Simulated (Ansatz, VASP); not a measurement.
# Two plane-wave programs on MgSe

Contents of INCAR:

```
PREC     = Accurate       # precision mode
ENCUT    = 600            # plane-wave cutoff, eV
EDIFF    = 1E-6           # SCF threshold, eV
ISMEAR   = 0              # smearing method
SIGMA    = 0.02           # smearing width, eV
LREAL    = False          # projectors in reciprocal space
LASPH    = True           # aspherical terms in the spheres
NELM     = 120            # most SCF steps
ALGO     = Normal         # electronic algorithm
ISIF     = 2              # what is computed and relaxed
LWAVE    = False          # write WAVECAR
LCHARG   = False          # write CHGCAR
GGA      = PE             # functional
NBANDS   = 11             # bands
GGA_COMPAT= False
```

The input KPOINTS:

```
regular mesh
0
Gamma
  8 8 8
```

Contents of POSCAR:

```
MgSe
1.0
    0.0000000000      2.7541231866      2.7541231866
    2.7541231866      0.0000000000      2.7541231866
    2.7541231866      2.7541231866      0.0000000000
Mg Se
1 1
Direct
    0.0000000000      0.0000000000      0.0000000000
    0.5000000000      0.5000000000      0.5000000000
```

Input for Ansatz:

```yaml
crystal:
  lattice:
    - [0.0, 2.7541231866, 2.7541231866]
    - [2.7541231866, 0.0, 2.7541231866]
    - [2.7541231866, 2.7541231866, 0.0]
  atoms:
    - { symbol: Mg, position: [0.0, 0.0, 0.0] }
    - { symbol: Se, position: [0.5, 0.5, 0.5] }
basis:
  ecutwfc: 420
kpoints:
  mp_grid: { grid: [8, 8, 8] }
  band_path:
    path:
      - [[0.0, 0.0, 0.0], [0.5, 0.0, 0.5], [0.625, 0.25, 0.625]]
      - [[0.375, 0.375, 0.75], [0.0, 0.0, 0.0], [0.5, 0.5, 0.5], [0.5, 0.25, 0.75], [0.5, 0.0, 0.5]]
    npoints: 10
hamiltonian:
  xc: pbe
  pseudopotentials: { kind: paw, azcp: { folder: soft_1 } }
scf:
  occupations: { method: gaussian, width: 0.02 }
  n_extra_bands: 7
output:
  forces: true
  stress: true
  eigenvalues: true
```

Alike in both runs: task single point; functional PBE; k mesh 8 × 8 × 8; occupations gaussian, width 0.02 eV; no spin polarisation.

|  | VASP | Ansatz |
| --- | --- | --- |
| version | VASP 6.6.1 | Ansatz 0.2.0 |
| potentials or method | VASP PAW PBE potentials, release 64 (Mg, Se), cutoff 600 eV | scalar-relativistic, plane waves, PAW |
| valence electrons in the cell | 8 | 26 |

|  | VASP | Ansatz | Ansatz less VASP |
| --- | --- | --- | --- |
| gap on the k mesh at the Fermi level (eV) | 1.75 | 1.77 | +0.021 |
| least direct gap on the mesh (eV) | 2.39 | 2.40 | +0.010 |
| pressure (GPa) | -0.1 | 0.0 | +0.12 |

VASP's potentials hold 8 valence electrons a cell and Ansatz's 26, so a difference there can come from the potentials and not from the codes.
